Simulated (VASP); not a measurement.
Runs of VASP 6.6.1 on ZnAu. The structure is that of space group P4/mmm (No. 123), or close to it. The cells are those of the table. 

```tsv
cell	further INCAR settings	gap on the mesh (eV)	pressure (GPa)
a = 2.804, b = 2.804, c = 3.965 Å, 2 atoms	ALGO = Fast; EDIFF = 1e-06; NBANDS = 18	none	(b)
a = 3.633, b = 3.633, c = 2.361 Å, 2 atoms	ALGO = Fast; EDIFF = 1e-06; NBANDS = 18	none	(a)
a = 3.419, b = 3.419, c = 2.667 Å, 2 atoms	ALGO = Fast; EDIFF = 1e-07; NBANDS = 18	none	8.7
a = 2.749, b = 2.749, c = 4.124 Å, 2 atoms	ALGO = Fast; EDIFF = 1e-06; NBANDS = 18	none	7.0
a = 3.236, b = 3.236, c = 2.977 Å, 2 atoms	ALGO = Fast; EDIFF = 1e-06; NBANDS = 18	none	5.2
```

Alike in all rows: task single point; level PBE; potentials or basis VASP PAW PBE potentials, release 64 (Zn, Au); no spin polarisation; k mesh 16 × 16 × 16; cutoff (eV) 520; smearing gaussian 0.15 eV.

**Question.** Fill in the values left out.

**Answer.** (a) 28.6; (b) 6.4.

Caveats: spin-orbit coupling is left out, which moves the levels of the heavy elements.

A k mesh can miss the band edges, and the runs leave out spin-orbit coupling on Au.

A gap of «none» marks levels without a gap at the run's occupations.
